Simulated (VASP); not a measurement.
# BN (Qingsongite) in VASP: settings compared, part 3 of 3

VASP 6.6.1. Earlier steps stand in the parts before.

## Step 5: Single point, r2SCAN (epitaxial xy strain +2.8%)

Contents of POSCAR:

```
BN
1.0
    0.0000000000      1.8549986768      1.7831354900
    1.8549986768      0.0000000000      1.7831354900
    1.8549986768      1.8549986768      0.0000000000
B N
1 1
Direct
    0.0000000000      0.0000000000      0.0000000000
    0.2500000000      0.2500000000      0.2500000000
```

Contents of INCAR.step1:

```
SYSTEM = BN
PREC = Accurate
ENCUT = 520
ISMEAR = 0
SIGMA = 0.01
LREAL = .False.
LASPH = .True.
NELM = 80
NBANDS = 11
GGA = PE
ALGO = Normal
EDIFF = 1E-4
LWAVE = .True.
LCHARG = .False.
```

Contents of INCAR.step2:

```
SYSTEM = BN
PREC = Accurate
ENCUT = 520
EDIFF = 1E-6
ISMEAR = 0
SIGMA = 0.01
LREAL = .False.
LASPH = .True.
NELM = 80
ALGO = Normal
ISIF = 2
LWAVE = .False.
LCHARG = .True.
METAGGA = R2SCAN
LMIXTAU = .True.
LELF = .True.
LVHAR = .True.
NBANDS = 11
ISTART = 1
```

Contents of KPOINTS:

```
Automatic mesh
0
Gamma
  12 12 12
  0 0 0
```

Potentials or basis: VASP PAW PBE potentials, release 64 (B, N).

The run is started by

```sh
$ cat potpaw_PBE.64/B/POTCAR potpaw_PBE.64/N/POTCAR > POTCAR
$ cp INCAR.step1 INCAR
$ mpirun -np 1 vasp_std > vasp.out
$ cp INCAR.step2 INCAR
$ mpirun -np 1 vasp_std > vasp.out
```

OUTCAR:

```text
SYSTEM = BN
   PREC = Accurate
   ENCUT = 520
   EDIFF = 1E-6
   ISMEAR = 0
   LREAL = .False.
   LASPH = .True.
   NELM = 80
   ISIF = 2
   METAGGA = R2SCAN
   ISTART = 1

 ion  position               nearest neighbor table
   1  0.000  0.000  0.000-   2 1.59   2 1.59   2 1.59   2 1.59
   2  0.250  0.250  0.250-   1 1.59   1 1.59   1 1.59   1 1.59

  LATTYP: Found a body centered tetragonal cell.
 ALAT       =     2.6233642869
 C/A-ratio  =     1.3594265188

  Lattice vectors:

 A1 = (   0.0000000000,  -1.8549986768,  -1.7831354900)
 A2 = (   0.0000000000,   1.8549986768,  -1.7831354900)
 A3 = (   1.8549986768,   0.0000000000,   1.7831354900)

Analysis of symmetry for initial positions (statically):
=====================================================================
 Subroutine PRICEL returns:
 Original cell was already a primitive cell.

 Routine SETGRP: Setting up the symmetry group for a
 body centered tetragonal supercell.

 Subroutine GETGRP returns: Found  8 space group operations
 (whereof  8 operations were pure point group operations)
 out of a pool of 16 trial point group operations.

The static configuration has the point symmetry D_2d.

Analysis of symmetry for dynamics (positions and initial velocities):
=====================================================================
 Subroutine PRICEL returns:
 Original cell was already a primitive cell.

 Routine SETGRP: Setting up the symmetry group for a
 body centered tetragonal supercell.

 Subroutine GETGRP returns: Found  8 space group operations
 (whereof  8 operations were pure point group operations)
 out of a pool of 16 trial point group operations.

The dynamic configuration has the point symmetry D_2d.

 Subroutine INISYM returns: Found  8 space group operations
 (whereof  8 operations are pure point group operations),
 and found     1 'primitive' translations

----------------------------------------------------------------------------------------

                                     Primitive cell

  volume of cell :      12.2716

  direct lattice vectors                    reciprocal lattice vectors
     0.000000000  1.854998677  1.783135490    -0.269541971  0.269541971  0.280404940
     1.854998677  0.000000000  1.783135490     0.269541971 -0.269541971  0.280404940
     1.854998677  1.854998677  0.000000000     0.269541971  0.269541971 -0.280404940

  length of vectors
     2.573051159  2.573051159  2.623364287     0.473215256  0.473215256  0.473215256

  position of ions in fractional coordinates (direct lattice)
     0.000000000  0.000000000  0.000000000
     0.250000000  0.250000000  0.250000000

  ion indices of the primitive-cell ions
   primitive index   ion index
                 1           1
                 2           2

----------------------------------------------------------------------------------------

 KPOINTS: Automatic mesh

Automatic generation of k-mesh.
 Grid dimensions read from file:
 generate k-points for:   12   12   12

 Generating k-lattice:

  Cartesian coordinates                     Fractional coordinates (reciprocal lattice)
    -0.022461831  0.022461831  0.023367078     0.083333333  0.000000000  0.000000000
     0.022461831 -0.022461831  0.023367078     0.000000000  0.083333333  0.000000000
     0.022461831  0.022461831 -0.023367078     0.000000000  0.000000000  0.083333333

  Length of vectors
     0.039434605  0.039434605  0.039434605

  Shift w.r.t. Gamma in fractional coordinates (k-lattice)
     0.000000000  0.000000000  0.000000000

 Subroutine IBZKPT returns following result:
 ===========================================

 Found    163 irreducible k-points:

 Following reciprocal coordinates:
            Coordinates               Weight
  0.000000  0.000000  0.000000      1.000000
  0.083333  0.000000  0.000000      8.000000
  0.166667  0.000000  0.000000      8.000000
  0.250000  0.000000  0.000000      8.000000
  0.333333  0.000000  0.000000      8.000000
  0.416667  0.000000  0.000000      8.000000
[... 16 lines left out ...]
  0.500000  0.166667  0.000000      8.000000
 -0.416667  0.166667  0.000000      8.000000
 [... further k-points ...]
   k-points           NKPTS =    163   k-points in BZ     NKDIM =    163   number of bands    NBANDS=     11
   number of dos      NEDOS =    301   number of ions     NIONS =      2
   total plane-waves  NPLWV =   8000
   dimension x,y,z NGX =    20 NGY =   20 NGZ =   20
   dimension x,y,z NGXF=    40 NGYF=   40 NGZF=   40
   ions per type =               1   1
   NGX,Y,Z   is equivalent  to a cutoff of  12.92, 12.92, 12.67 a.u.
   NGXF,Y,Z  is equivalent  to a cutoff of  25.84, 25.84, 25.35 a.u.
 SYSTEM =  BN
   PREC   = accura    normal or accurate (medium, high low for compatibility)
   ISTART =      1    job   : 0-new  1-cont  2-samecut
   ICHARG =      0    charge: 1-file 2-atom 10-const
   ISPIN  =      1    spin polarized calculation?
   LNONCOLLINEAR =      F non collinear calculations
   LSORBIT =      F    spin-orbit coupling
   LASPH  =      T    aspherical Exc in radial PAW
   ENCUT  =  520.0 eV  38.22 Ry    6.18 a.u.   4.78  4.78  4.88*2*pi/ulx,y,z
   NELM   =     80;   NELMIN=  2; NELMDL=  0     # of ELM steps
   EDIFF  = 0.1E-05   stopping-criterion for ELM
   LREAL  =      F    real-space projection
   EDIFFG = 0.1E-04   stopping-criterion for IOM
   NSW    =      0    number of steps for IOM
   IBRION =     -1    ionic relax: 0-MD 1-quasi-New 2-CG
   NFREE  =      0    steps in history (QN), initial steepest desc. (CG)
   ISIF   =      2    stress and relaxation
   ISYM   =      2    0-nonsym 1-usesym 2-fastsym
   POTIM  = 0.5000    time-step for ionic-motion
   TEBEG  =    0.0;   TEEND  =   0.0 temperature during run
   PSTRESS=    0.0 pullay stress
   NELECT =       8.0000    total number of electrons
   NUPDOWN=      -1.0000    fix difference up-down
   EMIN   =  10.00;   EMAX   =-10.00  energy-range for DOS
   EFERMI =   0.00;   METHOD = LEGACY
   ISMEAR =     0;   SIGMA  =   0.01  broadening in eV -4-tet -1-fermi 0-gaus
   EFERMI_NEDOS =   21; number of points for ismear=-14 and -15
   IALGO  =     38    algorithm
   IMIX   =      4    mixing-type and parameters
     AMIX     =   0.40;   BMIX     =  1.00
     AMIX_MAG =   1.60;   BMIX_MAG =  1.00
  volume/ion in A,a.u.               =       6.14        41.41
  Fermi-wavevector in a.u.,A,eV,Ry     =   1.419507  2.682480 27.415754  2.015001
  Thomas-Fermi vector in A             =   2.540521
   LORBIT       =      0    0 simple, 1 ext, 2 COOP (PROOUT), +10 PAW based schemes
   METAGGA = R2SCAN    functional components
   LHFCALC =     F    Hartree Fock is set to
   AEXX    =    0.0000 exact exchange contribution
   IVDW    =     0    specifies the selected vdW correction
   LEPSILON=     F    determine dielectric tensor
   LRPA    =     F    only Hartree local field effects (RPA)
 non-spin polarized calculation
 Gauss-broadening in eV      SIGMA  =   0.01
  energy-cutoff  :      520.00
  volume of cell :       12.27
 maximum number of plane-waves:       342
   NGX =  9   NGY =  9   NGZ =  9

 number of electron       8.0000001 magnetization

 Free energy of the ion-electron system (eV)
  ---------------------------------------------------
  ext. energy  EPLUGINS =         0.00000000
  ---------------------------------------------------
  free energy    TOTEN  =       -19.12677921 eV

  energy without entropy =      -19.12677921  energy(sigma->0) =      -19.12677921

 E-fermi :   7.0945     XC(G=0): -13.4457

 val. band max:        7.0235371520   @ k =   0.0000   0.0000   0.0000
 cond. band min:      11.2785985356   @ k =   0.5000   0.5000   0.0000
 fundamental gap:      4.2550613836
 Fermi energy:         7.0945345418

 k-point     1 :       0.0000    0.0000    0.0000
  band No.  band energies     occupation
      1     -14.0708      2.00000
      2       6.6609      2.00000
      3       6.6609      2.00000
      4       7.0235      2.00000
      5      15.9493      0.00000
      6      16.2270      0.00000
      7      16.2270      0.00000
      8      17.1822      0.00000
      9      32.1769      0.00000
     10      34.0540      0.00000
     11      35.4415      0.00000
[... 309 lines left out ...]
 k-point    24 :      -0.4167    0.1667    0.0000
  band No.  band energies     occupation
      1      -9.5956      2.00000
      2      -3.2010      2.00000
      3       2.9515      2.00000
      4       3.8927      2.00000
      5      16.0729      0.00000
      6      19.4752      0.00000
      7      19.6378      0.00000
      8      23.0985      0.00000
      9      28.3595      0.00000
     10      32.8400      0.00000
     11      34.2278      0.00000

 [... further k-points ...]
[... 5 lines left out ...]
  --------------------------------------------------------------------------------------
  -------------------------------------------------------------------------------------
  Total       -1.7028689     -1.7028689      0.0691037      0.0000000      0.0000000     -0.0000000
  in kB     -222.3259927   -222.3259927      9.0221543      0.0000000      0.0000000     -0.0000000
  external PRESSURE =    -145.2099437 kB  Pullay stress =       0.0000000 kB

 VOLUME and BASIS-vectors are now :
 -----------------------------------------------------------------------------
  energy-cutoff  :      520.00
  volume of cell :       12.27
      direct lattice vectors                 reciprocal lattice vectors
     0.000000000  1.854998677  1.783135490    -0.269541971  0.269541971  0.280404940
     1.854998677  0.000000000  1.783135490     0.269541971 -0.269541971  0.280404940
     1.854998677  1.854998677  0.000000000     0.269541971  0.269541971 -0.280404940

 POSITION                                       TOTAL-FORCE (eV/Angst)
 -----------------------------------------------------------------------------------
      0.00000      0.00000      0.00000        -0.000000     -0.000000      0.000000
      0.92750      0.92750      0.89157         0.000000      0.000000     -0.000000
 -----------------------------------------------------------------------------------
    total drift:                                0.000001      0.000001     -0.000002

  FREE ENERGIE OF THE ION-ELECTRON SYSTEM (eV)
  ---------------------------------------------------
  free  energy   TOTEN  =       -19.1267792063 eV

  energy  without entropy=      -19.1267792063  energy(sigma->0) =      -19.12677921
```

Wall time 46 s (1 thread of Intel Xeon Platinum 8488C (Sapphire Rapids), shared host); peak memory 0.13 GiB.

What came out:

```yaml
Free_energy: -19.1268 eV
Pressure: -14.5 GPa
Band_gap_on_the_k_mesh: 4.26 eV, indirect (least direct gap 8.93 eV)
```

Caveat: the cell differs from its parent crystal (epitaxial xy strain +2.8%); the PAW data sets were made with another functional, which shifts forces and pressure a little.

## Step 6: The runs side by side

| level | cell | smearing | gap on the mesh (eV) | pressure (GPa) |
| --- | --- | --- | --- | --- |
| PBE | a = 2.409 Å, angles 60.0°, 2 atoms | fermi-dirac 0.02 eV | 4.63 | 97.3 |
| r2SCAN | a = 2.409 Å, angles 60.0°, 2 atoms | gaussian 0.01 eV | 5.17 | 94.4 |
| PBE | a = 2.573, b = 2.573, c = 2.623 Å, angles 59.4, 59.4, 61.3°, 2 atoms | fermi-dirac 0.02 eV | 3.76 | -10.5 |
| r2SCAN | a = 2.573, b = 2.573, c = 2.623 Å, angles 59.4, 59.4, 61.3°, 2 atoms | gaussian 0.01 eV | 4.26 | -14.5 |

Alike in all rows: task single point; potentials or basis VASP PAW PBE potentials, release 64 (B, N); no spin polarisation; k mesh 12 × 12 × 12; cutoff (eV) 520.

Caveats: the PAW data sets were made with another functional, which shifts forces and pressure a little (some runs).

Total energies depend on the potentials used, so only differences within one code and one set of settings carry meaning.
